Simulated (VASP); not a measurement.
WC: single point with PBEsol

The system is WC.

```
CELL_PARAMETERS angstrom
0.00000 4.38537 4.38537
4.38537 0.00000 4.38537
2.19268 2.19268 0.00000
ATOMIC_POSITIONS crystal
W 0.00571 0.99611 0.99716
W 0.99476 0.50266 0.99949
W 0.49583 0.00369 0.99555
W 0.50603 0.49881 0.00131
C 0.25351 0.25947 0.48058
C 0.25270 0.74478 0.51066
C 0.74892 0.24371 0.50356
C 0.76015 0.76098 0.47175
```

```json
{
  "Program": "VASP 6.6.1",
  "Task": "single point",
  "Functional": "PBEsol",
  "Potentials or basis": "VASP PAW PBE potentials, release 64 (W_sv, C)",
  "Cutoff": "520 eV",
  "k mesh": "4 × 4 × 4",
  "Occupations": "methfessel-paxton, width 0.1 eV",
  "Spin": "no spin polarisation",
  "Dipole correction": "no",
  "Further INCAR settings": "ALGO = Normal; EDIFF = 1e-06; NBANDS = 46"
}
```

- Pressure: -8.8 GPa
- Largest force: 0.987 eV/Å
- Band gap on the k mesh: zero (bands 36 and 37 overlap by 1.96 eV)

Forces in eV/Å, atoms in the order of the input:
```
W    0.069 -0.010  0.639
W   -0.142  0.047 -0.217
W   -0.078  0.004 -0.190
W    0.006 -0.060  0.500
C    0.027  0.084 -0.312
C   -0.242 -0.241  0.102
C    0.128  0.245  0.436
C    0.233 -0.067 -0.957
```

Stress tensor (GPa, compression positive):
```
-9.15  0.87  0.03
 0.87 -8.72  0.32
 0.03  0.32 -8.65
```

Levels at points of the mesh, in eV from the Fermi level:
```tsv
k point	band 32	band 33	band 34	band 35	band 36	band 37	band 38	band 39	band 40	band 41
(0.00, 0.00, 0.00)	-2.33	-2.27	-1.27	-1.08	-1.04	-0.95	-0.78	0.84	1.01	1.02
(0.50, 0.00, 0.00)	-5.09	-1.63	-1.59	-1.15	-1.11	-1.09	-1.05	-0.03	0.00	1.51
(0.00, 0.50, 0.00)	-5.05	-1.65	-1.61	-1.14	-1.09	-1.06	-1.01	-0.02	0.02	1.52
(0.50, 0.50, 0.00)	-3.60	-3.22	-3.19	-0.67	-0.33	-0.18	-0.13	1.22	1.37	1.66
(0.00, 0.00, 0.50)	-2.53	-2.48	-2.47	0.84	0.87	0.99	0.99	1.03	1.04	2.25
(0.50, 0.00, 0.50)	-5.07	-1.71	-1.66	-1.59	-1.57	1.49	1.51	1.53	1.54	2.21
(0.00, 0.50, 0.50)	-5.09	-1.69	-1.63	-1.59	-1.55	1.49	1.50	1.52	1.54	2.19
(0.50, 0.50, 0.50)	-5.81	-0.61	-0.47	0.14	0.15	0.81	0.82	1.29	1.39	1.81
```

Run time: 2.6 min on 1 thread of Intel(R) Xeon(R) Platinum 8259CL CPU @ 2.50GHz (Skylake/Cascade Lake), with other jobs on the host, peak memory 0.28 GiB.

Caveat: the k points lie up to 0.51 Å⁻¹ apart, too coarse for converged energies and pressures of a metal; the PAW data sets were made with another functional, which shifts forces and pressure a little; spin-orbit coupling is left out, which moves the levels of the heavy elements.
